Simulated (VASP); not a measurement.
Nb, 1 atom in the cell. The cell holds a sheet with vacuum, 1 atom: a = 2.559 Å, b = 2.559 Å, c = 23.800 Å, α = 90.00°, β = 90.00°, γ = 90.00°. 

| Property | Result |
| --- | --- |
| Program | VASP 6.6.1 |
| Task | single point |
| Functional | PBE |
| Potentials or basis | VASP PAW PBE potentials, release 64 (Nb_sv) |
| Cutoff | 520 eV |
| k mesh | 10 × 10 × 1 |
| Occupations | fermi-dirac, width 0.05 eV |
| Spin | no spin polarisation |
| Dipole correction | yes |
| Further INCAR settings | ALGO = Normal; EDIFF = 1e-07; NBANDS = 12 |

Potentials or basis: VASP PAW PBE potentials, release 64 (Nb_sv).

Command:

```console
$ cat potpaw_PBE.64/Nb_sv/POTCAR > POTCAR
$ mpirun -np 1 vasp_std > vasp.out
```

Hardware: 1 thread of Intel(R) Xeon(R) 6975P-C (Granite Rapids), with other jobs on the host.

How long does it take, and how much memory?

Run time: 55 s on 1 thread of Intel(R) Xeon(R) 6975P-C (Granite Rapids), on a shared host, peak memory 0.26 GiB. Counts: scf iterations 22, k points 36.
